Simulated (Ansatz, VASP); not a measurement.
# Mo3W in VASP and in Ansatz

```xyz
4
Lattice="4.0185 0.0000 0.0000 0.0000 4.0185 0.0000 0.0000 0.0000 4.0185" Properties=species:S:1:pos:R:3 pbc="T T T"
Mo    0.0000    2.0092    2.0092
Mo    2.0092    0.0000    2.0092
Mo    2.0092    2.0092    0.0000
W     0.0000    0.0000    0.0000
```

Change from the starting cell: species swapped into the Pr3In type (Pm-3m, No. 221).

Alike in both runs: task relaxation of cell and atoms; functional PBE; k mesh 12 × 12 × 12; occupations gaussian, width 0.1 eV; no spin polarisation.

|  | VASP | Ansatz |
| --- | --- | --- |
| version | VASP 6.6.1 | Ansatz 0.2.0 |
| potentials or method | VASP PAW PBE potentials, release 64 (Mo_sv, W_sv), cutoff 500 eV | scalar-relativistic, plane waves, PAW |
| valence electrons in the cell | 56 | 56 |

```tsv
	VASP	Ansatz	Ansatz less VASP
gap on the k mesh at the Fermi level, each at its own relaxed structure (eV)	none	none	-
relaxed volume (Å³/atom)	16.16	16.13	-0.030
relaxed cell length with the largest relative difference (Å)	4.014	4.011	-0.0025
```

A gap of «none» marks a metal or a gap that the smearing closes.

Neither program's run includes spin-orbit coupling.
